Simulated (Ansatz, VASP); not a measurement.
**Two plane-wave programs on MnO**

```
Mn O
1.0
     0.00000    2.43651    2.33905
     2.43651    0.00000    2.33905
     2.43651    2.43651    0.00000
Mn O
1 1
Direct
  0.00000 0.00000 0.00000
  0.25000 0.25000 0.25000
```

Alike in both runs: task single point; functional PBE; k mesh 8 × 8 × 8; occupations fermi-dirac, width 0.05 eV; collinear spin.

|  | VASP | Ansatz |
| --- | --- | --- |
| version | VASP 6.6.1 | Ansatz 0.2.0 |
| potentials or method | VASP PAW PBE potentials, release 64 (Mn_pv, O) | Ansatz PAW |
| plane-wave cutoff (eV) | 520 | 420 |
| valence electrons in the cell | 19 | 21 |

Ansatz gave:

| Quantity | Value |
| --- | --- |
| pressure (GPa) | -0.6 |
| traceless stress, the component that is largest in VASP (GPa) | 0.54 |
| net moment per atom (μB) | 2.50 |
| size of the moment on the site where the two differ most (μB) | 3.98 |

Task: What did VASP give for the same quantities?

Result: Pressure (GPa): -0.3; traceless stress, the component that is largest in VASP (GPa): 0.52; net moment per atom (μB): 2.50; size of the moment on the site where the two differ most (μB): 4.43.

Site moments also hang on the region over which each program counts them. VASP's potentials hold 19 valence electrons a cell and Ansatz's 21, so a difference there can come from the potentials and not from the codes.
